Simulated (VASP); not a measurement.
Crystal: Ge2BiO2.

```
Ge Bi O
1.0
     3.63492    0.00000    0.00000
     0.00000    3.63492    0.00000
     0.00000    0.00000    7.36865
Ge Bi O
2 1 2
Direct
  0.50000 0.00000 0.18092
  0.00000 0.50000 0.18092
  0.50000 0.50000 0.46749
  0.50000 0.00000 0.43985
  0.00000 0.50000 0.43985
```

The cell was built from a structure type or drawn by symmetry, and may not be a known phase.

- Program: VASP 6.6.1
- Task: relaxation of cell and atoms
- Functional: PBE
- Potentials or basis: VASP PAW PBE potentials, release 64 (Ge_d, Bi_d, O)
- Cutoff: 600 eV
- k mesh: 6 × 6 × 4
- Occupations: gaussian, width 0.1 eV
- Spin: no spin polarisation

At the start: pressure 62.9 GPa; volume 19.47 Å³/atom.

Task: How do energy, volume and symmetry change on relaxing?

Result: Over 60 steps the energy falls by 2093.8 meV/atom and the volume is 18.79 Å³/atom (-3.5 %); space group P4mm (No. 99, to 0.1 Å) before and after.

Step by step:
```tsv
step	energy change (eV)	largest force (eV/Å)	pressure (GPa)	volume (Å³)
1	0.0000	11.1259	62.85	97.36
3	-9.3432	1.8376	-5.23	152.95
5	-9.4879	2.0472	-1.57	143.56
7	-9.9327	0.8294	-0.17	140.23
9	-10.1153	0.3063	-2.54	137.01
11	-10.1193	0.5360	-2.80	136.62
13	-10.1771	0.8088	-1.91	131.01
15	-10.1979	0.5608	-1.06	129.17
17	-10.2126	0.1778	0.11	127.38
19	-10.2145	0.0920	-0.07	127.42
21	-10.2164	0.0566	-0.17	127.15
23	-10.2230	0.0882	-0.63	125.93
25	-10.2325	0.5154	-2.20	120.80
27	-10.2329	0.5165	-2.21	120.71
29	-10.2346	0.5221	-2.28	120.32
31	-10.2421	0.5361	-2.39	118.72
33	-10.2843	0.4732	-2.89	112.20
35	-9.6020	1.1563	15.42	84.25
37	-10.0993	2.4185	6.38	93.01
39	-10.0345	2.5574	7.83	91.53
41	-10.3569	0.4239	0.37	94.57
43	-10.3603	0.3362	-0.32	94.96
45	-10.3980	0.2014	-0.39	94.40
47	-10.4348	0.4619	-0.58	93.08
49	-10.4459	0.2591	1.07	91.58
51	-10.4585	0.1596	0.74	91.85
53	-10.4662	0.1499	0.14	93.09
55	-10.4680	0.1376	-0.21	93.91
57	-10.4681	0.1331	-0.24	94.08
59	-10.4688	0.0474	0.01	93.96
60	-10.4690	0.0078	0.05	93.95
```

Final structure:
```
CELL_PARAMETERS angstrom
4.08612 0.00000 0.00000
0.00000 4.08612 0.00000
0.00000 0.00000 5.62687
ATOMIC_POSITIONS crystal
Ge 0.50000 0.00000 0.10527
Ge 0.00000 0.50000 0.10527
Bi 0.50000 0.50000 0.61717
O 0.50000 0.00000 0.44066
O 0.00000 0.50000 0.44066
```

Caveat: a cell axis changed by over 15 % at a fixed basis, so the end point is rough; an odd number of electrons without spin polarisation forces a metal; a magnetic or distorted state may lie lower.
